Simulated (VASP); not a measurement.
Wanted: the native input for a VASP 6.6.1 run.

```yaml
Task: single point
Functional: PBE
Potentials_or_basis: VASP PAW PBE potentials, release 64 (Al, N)
Cutoff: 520 eV
k_mesh: 2 × 2 × 2
Occupations: gaussian, width 0.01 eV
Spin: no spin polarisation
Dipole_correction: no
Further_INCAR_settings: LREAL = Auto; ALGO = Normal; EDIFF = 1e-06; NBANDS = 46
```

The structure of AlN lies in POSCAR:

```
AlN
1.0
    0.0000000000      0.0000000000      5.0180433215
    6.2604168406      0.0000000000      0.0000000000
   -3.1302084203      5.4216800223      0.0000000000
Al N
8 8
Direct
    0.4992342258      0.3333333333      0.1666666667
    0.4992342258      0.3333333333      0.6666666667
    0.4992342258      0.8333333333      0.1666666667
    0.4992342258      0.8333333333      0.6666666667
    0.9992342258      0.1666666667      0.3333333333
    0.9992342258      0.1666666667      0.8333333333
    0.9992342258      0.6666666667      0.3333333333
    0.9992342258      0.6666666667      0.8333333333
    0.8807657742      0.3333333333      0.1666666667
    0.8807657742      0.3333333333      0.6666666667
    0.8807657742      0.8333333333      0.1666666667
    0.8807657742      0.8333333333      0.6666666667
    0.3807657742      0.1666666667      0.3333333333
    0.3807657742      0.1666666667      0.8333333333
    0.3807657742      0.6666666667      0.3333333333
    0.3807657742      0.6666666667      0.8333333333
```

These files were run (other wordings do the same):

INCAR

```
SYSTEM = AlN
PREC     = Accurate       ! precision mode
ENCUT    = 520            ! plane-wave cutoff, eV
EDIFF    = 1E-6           ! SCF threshold, eV
ISMEAR   = 0              ! smearing method
SIGMA    = 0.01           ! smearing width, eV
LREAL    = Auto         
LASPH    = .TRUE.         ! aspherical terms in the spheres
NELM     = 100            ! most SCF steps
ALGO     = Normal         ! electronic algorithm
ISIF     = 2              ! what is computed and relaxed
LWAVE    = .FALSE.        ! write WAVECAR
LCHARG   = .TRUE.         ! write CHGCAR
GGA      = PE             ! functional
LELF     = .TRUE.         ! ELF
LVHAR    = .TRUE.       
NBANDS   = 46             ! bands
```

KPOINTS

```
Automatic mesh
0
G
  2 2 2
  0 0 0
```

Potentials or basis: VASP PAW PBE potentials, release 64 (Al, N).

The run is started by

```console
$ cat potpaw_PBE.64/Al/POTCAR potpaw_PBE.64/N/POTCAR > POTCAR
$ mpirun -np 1 vasp_std > vasp.out
```

It gave:

The pressure is -0.3 GPa, the largest force is 0.013 eV/Å and the band gap on the k mesh is 4.04 eV.

Caveat: the k points lie up to 0.63 Å⁻¹ apart.

Wall time 54 s on 1 thread of Intel(R) Xeon(R) Platinum 8559C (Emerald Rapids) (shared host), peak memory 0.28 GiB.
